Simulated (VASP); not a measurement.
Wanted: the native input for a VASP 6.6.1 run.

- Task: single point
- Functional: PBE
- Potentials or basis: VASP PAW PBE potentials, release 64 (Sn_d, Pb_d, O)
- Cutoff: 520 eV
- k mesh: 12 × 12 × 4
- Occupations: gaussian, width 0.1 eV
- Spin: no spin polarisation
- Dipole correction: no
- Further INCAR settings: ALGO = Normal; EDIFF = 1e-06; NBANDS = 35

The structure of Sn2PbO2 lies in POSCAR:

```
Sn2PbO2
1.0
    3.7461604009      0.0000000000      0.0000000000
   -1.8730802004      3.2442700738      0.0000000000
    0.0000000000      0.0000000000      9.4563517514
Sn Pb O
2 1 2
Direct
    0.0000000000      0.0000000000      0.6443406437
    0.6666666667      0.3333333333      0.3330557980
    0.0000000000      0.0000000000      0.9725537126
    0.0000000000      0.0000000000      0.4114558448
    0.6666666667      0.3333333333      0.5762004610
```

The cell was generated, and may not be a known phase.

The input as run:

INCAR

```
PREC     = Accurate       # precision mode
ENCUT    = 520            # plane-wave cutoff, eV
EDIFF    = 1E-6           # SCF threshold, eV
ISMEAR   = 0              # smearing method
SIGMA    = 0.1            # smearing width, eV
LREAL    = False          # projectors in reciprocal space
LASPH    = True           # aspherical terms in the spheres
NELM     = 100            # most SCF steps
ALGO     = Normal         # electronic algorithm
ISIF     = 2              # what is computed and relaxed
LWAVE    = False          # write WAVECAR
LCHARG   = False          # write CHGCAR
GGA      = PE             # functional
NBANDS   = 35             # bands
```

KPOINTS

```
Automatic mesh
0
Gamma
  12 12 4
```

Potentials or basis: VASP PAW PBE potentials, release 64 (Sn_d, Pb_d, O).

The run is started by

```console
$ cat potpaw_PBE.64/Sn_d/POTCAR potpaw_PBE.64/Pb_d/POTCAR potpaw_PBE.64/O/POTCAR > POTCAR
$ mpirun -np 1 vasp_std > vasp.out
```

It gave:

- Pressure: 0.1 GPa
- Largest force: 0.061 eV/Å
- Band gap on the k mesh: zero (bands 27 and 28 overlap by 1.25 eV)

Caveat: spin-orbit coupling is left out, which moves the levels of the heavy elements.

Run time: 3.7 min on 1 thread of Intel(R) Xeon(R) Platinum 8488C (Sapphire Rapids), with other jobs on the host, peak memory 0.4 GiB.
